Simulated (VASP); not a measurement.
Set up this calculation in VASP 6.6.1, as the native input.

- Task: single point
- Functional: PBE
- Dispersion: D3(BJ)
- Potentials or basis: VASP PAW PBE potentials, release 64 (P)
- Cutoff: 520 eV
- k mesh: 15 × 15 × 15
- Occupations: gaussian, width 0.1 eV
- Spin: no spin polarisation
- Dipole correction: no
- Further INCAR settings: ALGO = Normal; EDIFF = 1e-07; NBANDS = 12

The structure of P lies in POSCAR:

```
P
1.0
    1.7132924524      0.9891698586      2.9115578042
   -1.7132924524      0.9891698586      2.9115578042
    0.0000000000     -1.9783397171      2.9115578043
P
2
Direct
    0.2340199604      0.2340199604      0.2340199604
    0.7659800396      0.7659800396      0.7659800396
```

The input as run:

INCAR

```
ALGO = Normal
EDIFF = 1E-7
ENCUT = 520
GGA = PE
ISIF = 2
ISMEAR = 0
IVDW = 12
LASPH = T
LCHARG = T
LELF = T
LREAL = F
LVHAR = T
LWAVE = F
NBANDS = 12
NELM = 100
PREC = Accurate
SIGMA = 0.1
```

KPOINTS

```
k-points
0
Gamma
  15 15 15
```

Potentials or basis: VASP PAW PBE potentials, release 64 (P).

Command:

```console
$ cat potpaw_PBE.64/P/POTCAR > POTCAR
$ mpirun -np 1 vasp_std > vasp.out
```

Results of the run:

* Pressure: -0.3 GPa
* Largest force: 0.047 eV/Å
* Band gap on the k mesh: zero (band 5 reaches 10.72 eV, above the bottom of band 6 at 9.25 eV)
* Dispersion energy per atom: -0.478 eV

Caveat: pairwise dispersion overbinds metals, which lowers pressure and volume.

It took 49 s on 1 thread of Intel(R) Xeon(R) 6975P-C (Granite Rapids) (shared host), peak memory 0.23 GiB.
